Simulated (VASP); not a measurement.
# AlNi (Pm-3m) in VASP: a series of runs, part 2 of 2

VASP 6.6.1. The steps go on from the part before.

## (4) Electric field gradients, PBE, collinear spin, ferromagnetic start (volume scaled by 1.04)

The input, INCAR:

```
ALGO     = Normal         # electronic algorithm
EDIFF    = 1E-8           # SCF threshold, eV
ENCUT    = 520            # plane-wave cutoff, eV
GGA      = PE             # functional
ISIF     = 2              # what is computed and relaxed
ISMEAR   = -1             # smearing method
ISPIN    = 2              # spin polarisation
LASPH    = T              # aspherical terms in the spheres
LCHARG   = F              # write CHGCAR
LEFG     = T            
LMAXMIX  = 4              # l up to which the mixer works
LORBIT   = 11             # projections on sites
LREAL    = F              # projectors in reciprocal space
LWAVE    = F              # write WAVECAR
MAGMOM   = 0 1.5          # initial moments
NBANDS   = 18             # bands
NELM     = 150            # most SCF steps
PREC     = Accurate       # precision mode
SIGMA    = 0.05           # smearing width, eV
```

The input, KPOINTS:

```
k-points
0
Gamma
  13 13 13
```

The input, POSCAR:

```
AlNi
1.0
    2.9189122424      0.0000000000      0.0000000000
    0.0000000000      2.9189122424      0.0000000000
    0.0000000000      0.0000000000      2.9189122424
Al Ni
1 1
Direct
    0.0000000000      0.0000000000      0.0000000000
    0.5000000000      0.5000000000      0.5000000000
```

Potentials or basis: VASP PAW PBE potentials, release 64 (Al, Ni).

On the command line:

```console
$ cat potpaw_PBE.64/Al/POTCAR potpaw_PBE.64/Ni/POTCAR > POTCAR
$ mpirun -np 1 vasp_std > vasp.out
```

OUTCAR:

```text
EDIFF = 1E-8
   ENCUT = 520
   GGA = PE
   ISIF = 2
   ISMEAR = -1
   ISPIN = 2
   LASPH = T
   LORBIT = 11
   LREAL = F
   NELM = 150
   PREC = Accurate

 ion  position               nearest neighbor table
   1  0.000  0.000  0.000-   2 2.53   2 2.53   2 2.53   2 2.53   2 2.53   2 2.53   2 2.53   2 2.53

   2  0.500  0.500  0.500-   1 2.53   1 2.53   1 2.53   1 2.53   1 2.53   1 2.53   1 2.53   1 2.53

  LATTYP: Found a simple cubic cell.
 ALAT       =     2.9189122424

  Lattice vectors:

 A1 = (   2.9189122424,   0.0000000000,   0.0000000000)
 A2 = (   0.0000000000,   2.9189122424,   0.0000000000)
 A3 = (   0.0000000000,   0.0000000000,   2.9189122424)

Analysis of symmetry for initial positions (statically):
=====================================================================
 Subroutine PRICEL returns:
 Original cell was already a primitive cell.

 Routine SETGRP: Setting up the symmetry group for a
 simple cubic supercell.

 Subroutine GETGRP returns: Found 48 space group operations
 (whereof 48 operations were pure point group operations)
 out of a pool of 48 trial point group operations.

The static configuration has the point symmetry O_h .

Analysis of symmetry for dynamics (positions and initial velocities):
=====================================================================
 Subroutine PRICEL returns:
 Original cell was already a primitive cell.

 Routine SETGRP: Setting up the symmetry group for a
 simple cubic supercell.

 Subroutine GETGRP returns: Found 48 space group operations
 (whereof 48 operations were pure point group operations)
 out of a pool of 48 trial point group operations.

The dynamic configuration has the point symmetry O_h .

Analysis of structural, dynamic, and magnetic symmetry:
=====================================================================
 Subroutine PRICEL returns:
 Original cell was already a primitive cell.

 Routine SETGRP: Setting up the symmetry group for a
 simple cubic supercell.

 Subroutine GETGRP returns: Found 48 space group operations
 (whereof 48 operations were pure point group operations)
 out of a pool of 48 trial point group operations.

The overall configuration has the point symmetry O_h .

 Subroutine INISYM returns: Found 48 space group operations
 (whereof 48 operations are pure point group operations),
 and found     1 'primitive' translations

----------------------------------------------------------------------------------------

                                     Primitive cell

  volume of cell :      24.8693

  direct lattice vectors                    reciprocal lattice vectors
     2.918912242  0.000000000  0.000000000     0.342593376  0.000000000  0.000000000
     0.000000000  2.918912242  0.000000000     0.000000000  0.342593376  0.000000000
     0.000000000  0.000000000  2.918912242     0.000000000  0.000000000  0.342593376

  length of vectors
     2.918912242  2.918912242  2.918912242     0.342593376  0.342593376  0.342593376

  position of ions in fractional coordinates (direct lattice)
     0.000000000  0.000000000  0.000000000
[... 110 lines left out ...]
  energy-cutoff  :      520.00
  volume of cell :       24.87
 maximum number of plane-waves:       691
 NGX is ok and might be reduce to    24
   NGX = 11   NGY = 11   NGZ = 11

 number of electron      13.0000004 magnetization       0.0006859

 number of electron      13.0000004 magnetization      -0.0000007

 Free energy of the ion-electron system (eV)
  ---------------------------------------------------
  ext. energy  EPLUGINS =         0.00000000
  ---------------------------------------------------
  free energy    TOTEN  =       -10.53652333 eV

  energy without entropy =      -10.53109681  energy(sigma->0) =      -10.53381007

 E-fermi :   9.4976     XC(G=0): -11.8613

 val. band max:        9.4399732912   @ k =   0.3846   0.2308   0.1538
 cond. band min:       9.5518262519   @ k =   0.3846   0.3077   0.1538
 fundamental gap:      0.1118529607
 Fermi energy:         9.4975817663

 spin component 1

 k-point     1 :       0.0000    0.0000    0.0000
  band No.  band energies     occupation
      1      -1.3379      1.00000
      2       6.4737      1.00000
      3       6.4737      1.00000
      4       8.0541      1.00000
      5       8.0541      1.00000
      6       8.0541      1.00000
[... 493 lines left out ...]
     17      30.8659      0.00000
     18      33.6007      0.00000

 [... further k-points ...]

 spin component 2

 k-point     1 :       0.0000    0.0000    0.0000
  band No.  band energies     occupation
      1      -1.3379      1.00000
      2       6.4737      1.00000
      3       6.4737      1.00000
      4       8.0541      1.00000
      5       8.0541      1.00000
      6       8.0541      1.00000
[... 493 lines left out ...]
     17      30.8659      0.00000
     18      33.6007      0.00000

 [... further k-points ...]

------------------------ aborting loop because EDIFF is reached ----------------------------------------

  FORCE on cell =-STRESS in cart. coord.  units (eV):
  Direction    XX          YY          ZZ          XY          YZ          ZX
  --------------------------------------------------------------------------------------
  -------------------------------------------------------------------------------------
  Total       -0.6330332     -0.6330332     -0.6330332      0.0000000     -0.0000000      0.0000000
  in kB      -40.7825081    -40.7825081    -40.7825081      0.0000000     -0.0000000      0.0000000
  external PRESSURE =     -40.7825081 kB  Pullay stress =       0.0000000 kB

 VOLUME and BASIS-vectors are now :
 -----------------------------------------------------------------------------
  energy-cutoff  :      520.00
  volume of cell :       24.87
      direct lattice vectors                 reciprocal lattice vectors
     2.918912242  0.000000000  0.000000000     0.342593376  0.000000000  0.000000000
     0.000000000  2.918912242  0.000000000     0.000000000  0.342593376  0.000000000
     0.000000000  0.000000000  2.918912242     0.000000000  0.000000000  0.342593376

 POSITION                                       TOTAL-FORCE (eV/Angst)
 -----------------------------------------------------------------------------------
      0.00000      0.00000      0.00000         0.000000      0.000000      0.000000
      1.45946      1.45946      1.45946         0.000000      0.000000      0.000000
 -----------------------------------------------------------------------------------
    total drift:                                0.000000      0.000000     -0.000000

  FREE ENERGIE OF THE ION-ELECTRON SYSTEM (eV)
  ---------------------------------------------------
  free  energy   TOTEN  =       -10.5365233311 eV

  energy  without entropy=      -10.5310968086  energy(sigma->0) =      -10.53381007

 Electric field gradients (V/A^2)
---------------------------------------------------------------------
 ion       V_xx      V_yy      V_zz      V_xy      V_xz      V_yz
---------------------------------------------------------------------
   1      -0.000    -0.000     0.000     0.000     0.000     0.000
   2      -0.000    -0.000    -0.000     0.000     0.000     0.000
---------------------------------------------------------------------

 Electric field gradients after diagonalization (V/A^2)
 (convention: |V_zz| > |V_xx| > |V_yy|)
----------------------------------------------------------------------
 ion       V_xx      V_yy      V_zz     asymmetry (V_yy - V_xx)/ V_zz
----------------------------------------------------------------------
   1      -0.000    -0.000     0.000       0.006
   2      -0.000    -0.000    -0.000      -0.204
----------------------------------------------------------------------

           NMR quadrupolar parameters

 Cq : quadrupolar parameter    Cq=e*Q*V_zz/h
 eta: asymmetry parameters     (V_yy - V_xx)/ V_zz
 Q  : nuclear electric quadrupole moment in mb (millibarn)
----------------------------------------------------------------------
 ion       Cq(MHz)       eta       Q (mb)
----------------------------------------------------------------------
   1       0.000       0.006       1.000
   2      -0.000      -0.204       1.000
----------------------------------------------------------------------

 total charge

# of ion       s       p       d       tot
------------------------------------------
    1        0.381   0.397   0.000   0.777
    2        0.459   0.483   8.457   9.399
--------------------------------------------------
tot          0.840   0.880   8.457  10.176

 magnetization (x)

# of ion       s       p       d       tot
------------------------------------------
    1        0.000   0.000   0.000   0.000
    2       -0.000   0.000  -0.000  -0.000
--------------------------------------------------
tot          0.000   0.000  -0.000  -0.000
```

It took 49 s on 1 thread of Intel Xeon 6975P-C (Granite Rapids), shared host; peak memory 0.19 GiB.

Results:

* Free energy: -10.5365 eV
* Pressure: -4.1 GPa
* Net moment: 0.00 μB per cell
* Valence electrons inside the program's atomic spheres: Al 0.78; Ni 9.40

Caveat: the starting moments collapsed, and a magnetic state may lie lower; without QUAD_EFG the Cq values of the log hold for a quadrupole moment of 1 mb, not for the nuclei.

## (5) Electric field gradients, PBE, collinear spin, ferromagnetic start (volume scaled by 1.06)

The input, INCAR:

```
SYSTEM = AlNi
ALGO = Normal
EDIFF = 1E-8
ENCUT = 520
GGA = PE
ISIF = 2
ISMEAR = -1
ISPIN = 2
LASPH = .True.
LCHARG = .False.
LEFG = .True.
LMAXMIX = 4
LORBIT = 11
LREAL = .False.
LWAVE = .False.
MAGMOM = 0 1.5
NBANDS = 18
NELM = 150
PREC = Accurate
SIGMA = 0.05
```

The input, KPOINTS:

```
k-points
0
Gamma
  13 13 13
  0 0 0
```

The input, POSCAR:

```
AlNi
1.0
    2.9375045414      0.0000000000      0.0000000000
    0.0000000000      2.9375045414      0.0000000000
    0.0000000000      0.0000000000      2.9375045414
Al Ni
1 1
Direct
    0.0000000000      0.0000000000      0.0000000000
    0.5000000000      0.5000000000      0.5000000000
```

Potentials or basis: VASP PAW PBE potentials, release 64 (Al, Ni).

On the command line:

```console
$ cat potpaw_PBE.64/Al/POTCAR potpaw_PBE.64/Ni/POTCAR > POTCAR
$ mpirun -np 1 vasp_std > vasp.out
```

OUTCAR:

```text
SYSTEM = AlNi
   EDIFF = 1E-8
   ENCUT = 520
   GGA = PE
   ISIF = 2
   ISMEAR = -1
   ISPIN = 2
   LASPH = .True.
   LORBIT = 11
   LREAL = .False.
   NELM = 150
   PREC = Accurate

 ion  position               nearest neighbor table
   1  0.000  0.000  0.000-   2 2.54   2 2.54   2 2.54   2 2.54   2 2.54   2 2.54   2 2.54   2 2.54

   2  0.500  0.500  0.500-   1 2.54   1 2.54   1 2.54   1 2.54   1 2.54   1 2.54   1 2.54   1 2.54

  LATTYP: Found a simple cubic cell.
 ALAT       =     2.9375045414

  Lattice vectors:

 A1 = (   2.9375045414,   0.0000000000,   0.0000000000)
 A2 = (   0.0000000000,   2.9375045414,   0.0000000000)
 A3 = (   0.0000000000,   0.0000000000,   2.9375045414)

Analysis of symmetry for initial positions (statically):
=====================================================================
 Subroutine PRICEL returns:
 Original cell was already a primitive cell.

 Routine SETGRP: Setting up the symmetry group for a
 simple cubic supercell.

 Subroutine GETGRP returns: Found 48 space group operations
 (whereof 48 operations were pure point group operations)
 out of a pool of 48 trial point group operations.

The static configuration has the point symmetry O_h .

Analysis of symmetry for dynamics (positions and initial velocities):
=====================================================================
 Subroutine PRICEL returns:
 Original cell was already a primitive cell.

 Routine SETGRP: Setting up the symmetry group for a
 simple cubic supercell.

 Subroutine GETGRP returns: Found 48 space group operations
 (whereof 48 operations were pure point group operations)
 out of a pool of 48 trial point group operations.

[... 1192 lines left out ...]
  -------------------------------------------------------------------------------------
  Total       -1.0517270     -1.0517270     -1.0517270     -0.0000000      0.0000000     -0.0000000
  in kB      -66.4780036    -66.4780036    -66.4780036     -0.0000000      0.0000000     -0.0000000
  external PRESSURE =     -66.4780036 kB  Pullay stress =       0.0000000 kB

 VOLUME and BASIS-vectors are now :
 -----------------------------------------------------------------------------
  energy-cutoff  :      520.00
  volume of cell :       25.35
      direct lattice vectors                 reciprocal lattice vectors
     2.937504541  0.000000000  0.000000000     0.340425006  0.000000000  0.000000000
     0.000000000  2.937504541  0.000000000     0.000000000  0.340425006  0.000000000
     0.000000000  0.000000000  2.937504541     0.000000000  0.000000000  0.340425006

 POSITION                                       TOTAL-FORCE (eV/Angst)
 -----------------------------------------------------------------------------------
      0.00000      0.00000      0.00000         0.000000      0.000000      0.000000
      1.46875      1.46875      1.46875         0.000000      0.000000      0.000000
 -----------------------------------------------------------------------------------
    total drift:                                0.000000      0.000000     -0.000000

  FREE ENERGIE OF THE ION-ELECTRON SYSTEM (eV)
  ---------------------------------------------------
  free  energy   TOTEN  =       -10.5204545186 eV

  energy  without entropy=      -10.5147440181  energy(sigma->0) =      -10.51759927

 Electric field gradients (V/A^2)
---------------------------------------------------------------------
 ion       V_xx      V_yy      V_zz      V_xy      V_xz      V_yz
---------------------------------------------------------------------
   1       0.000     0.000     0.000     0.000     0.000     0.000
   2       0.000     0.000     0.000    -0.000     0.000     0.000
---------------------------------------------------------------------

 Electric field gradients after diagonalization (V/A^2)
 (convention: |V_zz| > |V_xx| > |V_yy|)
----------------------------------------------------------------------
 ion       V_xx      V_yy      V_zz     asymmetry (V_yy - V_xx)/ V_zz
----------------------------------------------------------------------
   1       0.000     0.000     0.000      -0.175
   2       0.000     0.000     0.000      -0.023
----------------------------------------------------------------------

           NMR quadrupolar parameters

 Cq : quadrupolar parameter    Cq=e*Q*V_zz/h
 eta: asymmetry parameters     (V_yy - V_xx)/ V_zz
 Q  : nuclear electric quadrupole moment in mb (millibarn)
----------------------------------------------------------------------
 ion       Cq(MHz)       eta       Q (mb)
----------------------------------------------------------------------
   1       0.000      -0.175       1.000
   2       0.000      -0.023       1.000
----------------------------------------------------------------------

 total charge

# of ion       s       p       d       tot
------------------------------------------
    1        0.379   0.389   0.000   0.768
    2        0.452   0.468   8.449   9.369
--------------------------------------------------
tot          0.831   0.856   8.449  10.137

 magnetization (x)

# of ion       s       p       d       tot
------------------------------------------
    1        0.000   0.000   0.000   0.000
    2        0.000   0.000  -0.000  -0.000
--------------------------------------------------
tot          0.000   0.000  -0.000  -0.000
```

OSZICAR:

```text
N       E                     dE             d eps       ncg     rms          rms(c)
DAV:   1     0.445490722075E+02    0.44549E+02   -0.50452E+03  6184   0.750E+02
DAV:   2    -0.915568879964E+01   -0.53705E+02   -0.46972E+02  6564   0.159E+02
DAV:   3    -0.117295447527E+02   -0.25739E+01   -0.25247E+01  7340   0.362E+01
DAV:   4    -0.117630119873E+02   -0.33467E-01   -0.33439E-01  7116   0.363E+00
DAV:   5    -0.117637809497E+02   -0.76896E-03   -0.76892E-03  7116   0.604E-01    0.128E+01
DAV:   6    -0.145018633961E+02   -0.27381E+01   -0.45642E+01  6946   0.779E+01    0.182E+01
DAV:   7    -0.105501197719E+02    0.39517E+01   -0.13619E+01  6854   0.457E+01    0.209E+00
DAV:   8    -0.105319327869E+02    0.18187E-01   -0.45886E-01  8018   0.634E+00    0.109E+00
DAV:   9    -0.105195629446E+02    0.12370E-01   -0.48359E-02  7188   0.189E+00    0.667E-01
DAV:  10    -0.105204350092E+02   -0.87206E-03   -0.19987E-03  8110   0.435E-01    0.224E-01
DAV:  11    -0.105203070041E+02    0.12801E-03   -0.26698E-03  8036   0.428E-01    0.123E-01
DAV:  12    -0.105204581895E+02   -0.15119E-03   -0.42367E-04  7458   0.189E-01    0.354E-02
DAV:  13    -0.105204538258E+02    0.43637E-05   -0.13639E-05  8176   0.393E-02    0.141E-02
DAV:  14    -0.105204546305E+02   -0.80472E-06   -0.23598E-06  7568   0.170E-02    0.680E-03
DAV:  15    -0.105204545877E+02    0.42826E-07   -0.23994E-07  8680   0.442E-03    0.179E-03
DAV:  16    -0.105204545320E+02    0.55698E-07   -0.84853E-09  4450   0.610E-04    0.681E-04
DAV:  17    -0.105204545175E+02    0.14493E-07   -0.16962E-09  3332   0.379E-04    0.166E-04
DAV:  18    -0.105204545186E+02   -0.10659E-08   -0.33263E-10  3294   0.166E-04
   1 F= -.10520455E+02 E0= -.10517599E+02  d E =-.571050E-02  mag=    -0.0000
```

Run time: 45 s. Hardware: 1 thread of Intel Xeon 6975P-C (Granite Rapids), shared host; peak memory 0.19 GiB.

What came out:

```yaml
Free_energy: -10.5205 eV
Pressure: -6.6 GPa
Net_moment: 0.00 μB per cell
Valence_electrons_inside_the_program's_atomic_spheres: Al 0.77; Ni 9.37
```

Levels at points of the mesh, in eV from the Fermi level:
Spin up:
```csv
k point,band 4,band 5,band 6,band 7,band 8,band 9
"(0.00, 0.00, 0.00)",-1.41,-1.41,-1.41,5.28,5.28,5.28
```
Spin down:
```
           k point  band 3  band 4  band 5  band 6  band 7  band 8  band 9  band 10
(0.00, 0.00, 0.00)   -2.94   -1.41   -1.41   -1.41    5.28    5.28    5.28     7.96
```

Caveat: the starting moments collapsed, and a magnetic state may lie lower; without QUAD_EFG the Cq values of the log hold for a quadrupole moment of 1 mb, not for the nuclei.
